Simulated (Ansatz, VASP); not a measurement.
# One calculation of SbP, two programs

INCAR

```
  PREC = Accurate
  ENCUT = 520
  EDIFF = 1E-6
  ISMEAR = -1
  SIGMA = 0.08
  LREAL = F
  LASPH = T
  NELM = 80
  ALGO = Normal
  ISIF = 2
  LWAVE = F
  LCHARG = F
  GGA = PS
  NBANDS = 12
```

File KPOINTS:

```
Automatic mesh
0
Gamma
  11 11 11
```

The input POSCAR:

```
SbP
1.0
    0.0000000000      2.6163117500      2.6163117500
    2.6163117500      0.0000000000      2.6163117500
    2.6163117500      2.6163117500      0.0000000000
Sb P
1 1
Direct
    0.0000000000      0.0000000000      0.0000000000
    0.2500000000      0.2500000000      0.2500000000
```

Input for Ansatz:

```yaml
crystal:
  lattice:
    - [0.0, 2.61631175, 2.61631175]
    - [2.61631175, 0.0, 2.61631175]
    - [2.61631175, 2.61631175, 0.0]
  atoms:
    - { symbol: Sb, position: [0.0, 0.0, 0.0] }
    - { symbol: P, position: [0.25, 0.25, 0.25] }
kpoints:
  mp_grid: { grid: [11, 11, 11] }
scf:
  occupations: { method: fermi_dirac, width: 0.08 }
hamiltonian:
  xc: pbesol
  pseudopotentials: { kind: paw }
output:
  forces: true
  stress: true
  eigenvalues: true
  populations: true
```

Change from the starting cell: volume scaled by 0.6, PAW files.

Alike in both runs: task single point; functional PBEsol; k mesh 11 × 11 × 11; occupations fermi-dirac, width 0.08 eV; no spin polarisation.

```csv
,VASP,Ansatz
version,VASP 6.6.1,Ansatz 0.2.0
potentials or method,"VASP PAW PBE potentials, release 64 (Sb, P)","PAW with Ansatz's default frozen-core files, scalar-relativistic"
plane-wave cutoff (eV),520,420
valence electrons in the cell,10,20
```

```csv
,VASP,Ansatz,Ansatz less VASP
pressure (GPa),66.0,63.5,-2.46
```

VASP's potentials were made for PBE, not for PBEsol. Both programs put the cell under a high pressure, so it lies far from rest at this level. VASP's potentials hold 10 valence electrons a cell and Ansatz's 20, so a difference there can come from the potentials and not from the codes.

Spin-orbit coupling is off throughout. Noted on VASP's run: the cell as given lies far from equilibrium.
